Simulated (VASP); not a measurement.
# NaCl (Pm-3m) in VASP: G0W0 quasiparticle levels with PBE

Aim: the G0W0 quasiparticle levels of NaCl with PBE.

All numbers are computed with VASP 6.6.1; they aren't measurements. Logs are shortened: lines on timing, memory, paths and dates and some standing lists are left out, and cuts for length are marked.

**1. The cell of the first run**

Symmetry: Pm-3m, No. 221, cubic system. The conventional cell has a = 3.460 Å, b = 3.460 Å, c = 3.460 Å, α = 90.00°, β = 90.00°, γ = 90.00°. Na (site symmetry m-3m) has 8 Cl at 3.00 Å and 6 Na at 3.46 Å within 3.9 Å. Within 3.9 Å of Cl (site symmetry m-3m) lie 8 Na at 3.00 Å and 6 Cl at 3.46 Å.

**2. G0W0 quasiparticle levels, PBE**

POSCAR

```
NaCl
1.0
    3.4595458349      0.0000000000      0.0000000000
    0.0000000000      3.4595458349      0.0000000000
    0.0000000000      0.0000000000      3.4595458349
Na Cl
1 1
Direct
    0.0000000000      0.0000000000      0.0000000000
    0.5000000000      0.5000000000      0.5000000000
```

INCAR.step1

```
  PREC = Accurate
  ENCUT = 500
  EDIFF = 1E-8
  ISMEAR = 0
  SIGMA = 0.01
  LREAL = F
  LASPH = T
  NELM = 60
  ALGO = Normal
  LWAVE = T
  LCHARG = F
  GGA = PE
```

INCAR.step2

```
  PREC = Accurate
  ENCUT = 500
  EDIFF = 1E-8
  ISMEAR = 0
  SIGMA = 0.01
  LREAL = F
  LASPH = T
  NELM = 1
  ALGO = Exact
  LWAVE = T
  LCHARG = F
  GGA = PE
  NBANDS = 294
  LOPTICS = T
  ISTART = 1
```

INCAR.step3

```
  PREC = Accurate
  ENCUT = 500
  EDIFF = 1E-8
  ISMEAR = 0
  SIGMA = 0.01
  LREAL = F
  LASPH = T
  ALGO = EVGW0
  LWAVE = F
  LCHARG = F
  GGA = PE
  NELMGW = 1
  NBANDS = 294
  ENCUTGW = 200
  NOMEGA = 48
  PRECFOCK = Fast
  ISTART = 1
  NBANDSGW = 16
```

KPOINTS

```
regular mesh
0
Gamma
  4 4 4
```

Potentials or basis: VASP PAW PBE potentials, release 64 (Na_sv_GW, Cl_GW).

Command:

```
cat potpaw_PBE.64/Na_sv_GW/POTCAR potpaw_PBE.64/Cl_GW/POTCAR > POTCAR
cp INCAR.step1 INCAR
mpirun -np 1 vasp_std > vasp.out
cp INCAR.step2 INCAR
mpirun -np 1 vasp_std > vasp.out
cp INCAR.step3 INCAR
mpirun -np 1 vasp_std > vasp.out
```

OUTCAR:

```text
PREC = Accurate
   ENCUT = 500
   EDIFF = 1E-8
   ISMEAR = 0
   LREAL = F
   LASPH = T
   GGA = PE
   NELMGW = 1
   ENCUTGW = 200
   PRECFOCK = Fast
   ISTART = 1

 ion  position               nearest neighbor table
   1  0.000  0.000  0.000-
   2  0.500  0.500  0.500-

  LATTYP: Found a simple cubic cell.
 ALAT       =     3.4595458349

  Lattice vectors:

 A1 = (   3.4595458349,   0.0000000000,   0.0000000000)
 A2 = (   0.0000000000,   3.4595458349,   0.0000000000)
 A3 = (   0.0000000000,   0.0000000000,   3.4595458349)

Analysis of symmetry for initial positions (statically):
=====================================================================
 Subroutine PRICEL returns:
 Original cell was already a primitive cell.

 Routine SETGRP: Setting up the symmetry group for a
 simple cubic supercell.

 Subroutine GETGRP returns: Found 48 space group operations
 (whereof 48 operations were pure point group operations)
 out of a pool of 48 trial point group operations.

The static configuration has the point symmetry O_h .

Analysis of symmetry for dynamics (positions and initial velocities):
=====================================================================
 Subroutine PRICEL returns:
 Original cell was already a primitive cell.

 Routine SETGRP: Setting up the symmetry group for a
 simple cubic supercell.

 Subroutine GETGRP returns: Found 48 space group operations
 (whereof 48 operations were pure point group operations)
 out of a pool of 48 trial point group operations.

The dynamic configuration has the point symmetry O_h .

 Subroutine INISYM returns: Found 48 space group operations
 (whereof 48 operations are pure point group operations),
 and found     1 'primitive' translations

----------------------------------------------------------------------------------------

                                     Primitive cell

  volume of cell :      41.4054

[... 46 lines left out ...]
  0.250000  0.000000  0.000000      6.000000
  0.500000  0.000000  0.000000      3.000000
  0.250000  0.250000  0.000000     12.000000
  0.500000  0.250000  0.000000     12.000000
  0.500000  0.500000  0.000000      3.000000
  0.250000  0.250000  0.250000      8.000000
  0.500000  0.250000  0.250000     12.000000
  0.500000  0.500000  0.250000      6.000000
  0.500000  0.500000  0.500000      1.000000
   k-points           NKPTS =     10   k-points in BZ     NKDIM =     64   number of bands    NBANDS=    294
   number of dos      NEDOS =    301   number of ions     NIONS =      2
   total plane-waves  NPLWV =  21952
   dimension x,y,z NGX =    28 NGY =   28 NGZ =   28
   dimension x,y,z NGXF=    56 NGYF=   56 NGZF=   56
   ions per type =               1   1
   NGX,Y,Z   is equivalent  to a cutoff of  13.46, 13.46, 13.46 a.u.
   NGXF,Y,Z  is equivalent  to a cutoff of  26.91, 26.91, 26.91 a.u.
 SYSTEM =  unknown system
   PREC   = accura    normal or accurate (medium, high low for compatibility)
   ISTART =      1    job   : 0-new  1-cont  2-samecut
   ICHARG =      0    charge: 1-file 2-atom 10-const
   ISPIN  =      1    spin polarized calculation?
   LNONCOLLINEAR =      F non collinear calculations
   LSORBIT =      F    spin-orbit coupling
   LASPH  =      T    aspherical Exc in radial PAW
   ENCUT  =  500.0 eV  36.75 Ry    6.06 a.u.   6.31  6.31  6.31*2*pi/ulx,y,z
   NELM   =     60;   NELMIN=  2; NELMDL=  0     # of ELM steps
   EDIFF  = 0.1E-07   stopping-criterion for ELM
   LREAL  =      F    real-space projection
   EDIFFG = 0.1E-06   stopping-criterion for IOM
   NSW    =      0    number of steps for IOM
   IBRION =     -1    ionic relax: 0-MD 1-quasi-New 2-CG
   NFREE  =      0    steps in history (QN), initial steepest desc. (CG)
   ISIF   =      0    stress and relaxation
   ISYM   =      3    0-nonsym 1-usesym 2-fastsym
   POTIM  = 0.5000    time-step for ionic-motion
   TEBEG  =    0.0;   TEEND  =   0.0 temperature during run
   PSTRESS=    0.0 pullay stress
   NELECT =      16.0000    total number of electrons
   NUPDOWN=      -1.0000    fix difference up-down
   EMIN   =  10.00;   EMAX   =-10.00  energy-range for DOS
   EFERMI =   0.00;   METHOD = LEGACY
   ISMEAR =     0;   SIGMA  =   0.01  broadening in eV -4-tet -1-fermi 0-gaus
   EFERMI_NEDOS =   21; number of points for ismear=-14 and -15
   IALGO  =     38    algorithm
   IMIX   =      4    mixing-type and parameters
     AMIX     =   0.40;   BMIX     =  1.00
     AMIX_MAG =   1.60;   BMIX_MAG =  1.00
  volume/ion in A,a.u.               =      20.70       139.71
  Fermi-wavevector in a.u.,A,eV,Ry     =   1.192420  2.253346 19.345638  1.421864
  Thomas-Fermi vector in A             =   2.328458
   LORBIT       =      0    0 simple, 1 ext, 2 COOP (PROOUT), +10 PAW based schemes
   GGA     = PE    functional components
   LHFCALC =     T    Hartree Fock is set to
   PRECFOCK=fast      Normal, Fast or Accurate (Low or Medium for compatibility)
   ENCUT4O =  -1.0   cutoff for four orbital integrals eV
   NKREDX  =     1    reduce k-point grid by
   NKREDY  =     1    reduce k-point grid by
   NKREDZ  =     1    reduce k-point grid by
   AEXX    =    1.0000 exact exchange contribution
   HFSCREEN=    0.0000 screening length (either q_TF or 0.3 A-1)
   HFSCREENC=   0.0000 screening length for correlation (either q_TF or 0.3 A-1)
   ENCUTFOCK=  -1.0 apply spherical cutoff to Coloumb kernel
   IVDW    =     0    specifies the selected vdW correction
   LEPSILON=     F    determine dielectric tensor
   LRPA    =     F    only Hartree local field effects (RPA)
   LRPAFORCE           =     F    calculate RPA forces
   ENCUTGW             = 200.0    cutoff for response function in eV
   ENCUTGWSOFT         = 160.0    soft cutoff for Coulomb kernel in GW response function in eV
   ENCUTLF             =  -1.0    cutoff for local field effects
   NELMGW              =     1    number of iterations in solving QP/BSE equation
   NELMHF              =     1    number of iterations in the inner HF iteration
   NKREDLFX            =     1    NKREDLFY  =   1   NKREDLFZ  =   1
 non-spin polarized calculation
 Gauss-broadening in eV      SIGMA  =   0.01
  energy-cutoff  :      500.00
  volume of cell :       41.41
 maximum number of plane-waves:      1064
 NGX is ok and might be reduce to    28
  NGX = 14; NGY = 14; NGZ = 14
   NGX = 13   NGY = 13   NGZ = 13
 maximum number of plane-waves:       280

 QP shifts <psi_nk| G(iteration)W_0 |psi_nk>: iteration 1
 for sc-GW calculations column KS-energies equals QP-energies in previous step
 and V_xc(KS)=  KS-energies - (<T + V_ion + V_H > + <T+V_H+V_ion>^1  + <V_x>^1)

 k-point   1 :       0.0000    0.0000    0.0000
  band No.  KS-energies  QP-energies   sigma(KS)   V_xc(KS)     V^pw_x(r,r')   Z            occupation Imag(sigma)

      1     -49.6535     -58.2214     -40.3495     -29.2730     -49.1259       0.7735       2.0000       0.5762
      2     -21.5749     -27.1189     -35.2724     -28.3473     -41.3941       0.8006       2.0000       0.2772
      3     -21.5749     -27.1189     -35.2724     -28.3473     -41.3941       0.8006       2.0000       0.2772
      4     -21.5749     -27.1189     -35.2724     -28.3473     -41.3941       0.8006       2.0000       0.2772
      5     -13.0309     -14.6261     -17.1061     -14.8268     -24.1521       0.6999       2.0000       1.7175
      6      -0.0461      -1.9876     -16.8895     -14.4054     -18.7320       0.7816       2.0000       0.2096
[... 175 lines left out ...]
      2     -21.6052     -27.1015     -35.1817     -28.2686     -41.2963       0.7950       2.0000       0.2779
      3     -21.6052     -27.1015     -35.1817     -28.2686     -41.2963       0.7950       2.0000       0.2779
      4     -21.6052     -27.1015     -35.1817     -28.2686     -41.2963       0.7950       2.0000       0.2779
      5     -12.0491     -13.5702     -17.8745     -15.7062     -24.6957       0.7015       2.0000       1.4908
      6      -1.4847      -3.5801     -15.9713     -13.2756     -18.1067       0.7773       2.0000       0.2632
[... 8 lines left out ...]
     15      16.7137      17.8042      -8.5336      -9.8886      -3.7893       0.8047       0.0000      -0.5796
     16      19.3746      21.3195     -11.1028     -13.5457      -5.6189       0.7961       0.0000      -0.7506
```

OUTCAR.step1:

```text
PREC = Accurate
   ENCUT = 500
   EDIFF = 1E-8
   ISMEAR = 0
   LREAL = F
   LASPH = T
[... 353 lines left out ...]
 -----------------------------------------------------------------------------------
      0.00000      0.00000      0.00000         0.000000      0.000000      0.000000
      1.72977      1.72977      1.72977         0.000000      0.000000      0.000000
 -----------------------------------------------------------------------------------
    total drift:                               -0.000000      0.000000      0.000000

  FREE ENERGIE OF THE ION-ELECTRON SYSTEM (eV)
  ---------------------------------------------------
  free  energy   TOTEN  =        -8.5354945669 eV

  energy  without entropy=       -8.5354945669  energy(sigma->0) =       -8.53549457
```

Run time: 16 min. Hardware: 1 thread of AMD EPYC 7R13, shared host; peak memory 0.6 GiB.

What came out:

* Band gap on the k mesh, mean-field level: 4.11 eV, indirect (least direct gap 4.63 eV)
* Quasiparticle gap: 6.83 eV
* Least direct quasiparticle gap: 7.40 eV

Levels at points of the mesh, in eV from the valence-band top:
```csv
k point,band 6,band 7,band 8,band 9,band 10,band 11
"(0.00, 0.00, 0.00)",-0.52,-0.52,-0.52,4.11,8.48,8.48
"(0.50, 0.00, 0.00)",-3.11,-0.27,-0.27,7.02,8.83,10.38
"(0.50, 0.50, 0.00)",-2.39,-2.39,0.00,5.52,9.90,11.27
"(0.50, 0.50, 0.50)",-1.96,-1.96,-1.96,7.09,7.09,7.09
```

Caveat: the k points lie up to 0.45 Å⁻¹ apart; bands, screening cutoff and mesh are small and nothing is extrapolated, so the quasiparticle values aren't converged. A k mesh can miss the band edges.
